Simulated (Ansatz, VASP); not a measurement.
**One calculation of CaPtS3, two programs**

```
Ca Pt S
1.0
     4.44794    0.00000    0.00000
     0.00000    4.44794    0.00000
     0.00000    0.00000    5.70373
Ca Pt S
1 1 3
Direct
  0.50000 0.50000 0.38727
  0.00000 0.00000 0.93246
  0.00000 0.50000 0.06373
  0.50000 0.00000 0.06373
  0.00000 0.00000 0.52177
```

Alike in both runs: functional PBE; k mesh 8 × 8 × 8; occupations gaussian, width 0.1 eV; no spin polarisation.

Ansatz relaxed the structure, and its values are those at the end. VASP's run is a single point on that final structure, the one shown.

|  | VASP | Ansatz |
| --- | --- | --- |
| version | VASP 6.6.1 | Ansatz 0.2.0 |
| potentials or method | VASP PAW PBE potentials, release 64 (Ca_sv, Pt, S), cutoff 520 eV | scalar-relativistic, plane waves, PAW |
| valence electrons in the cell | 38 | 46 |

```tsv
	VASP	Ansatz	Ansatz less VASP
gap on the k mesh at the Fermi level (eV)	none	none	-
pressure (GPa)	-0.1	0.0	+0.09
rms of the force components (eV/Å)	0.011	0.002	-0.0086
```

A gap of «none» marks a metal or a gap that the smearing closes. VASP's potentials hold 38 valence electrons a cell and Ansatz's 46, so a difference there can come from the potentials and not from the codes.

Spin-orbit coupling is off throughout.
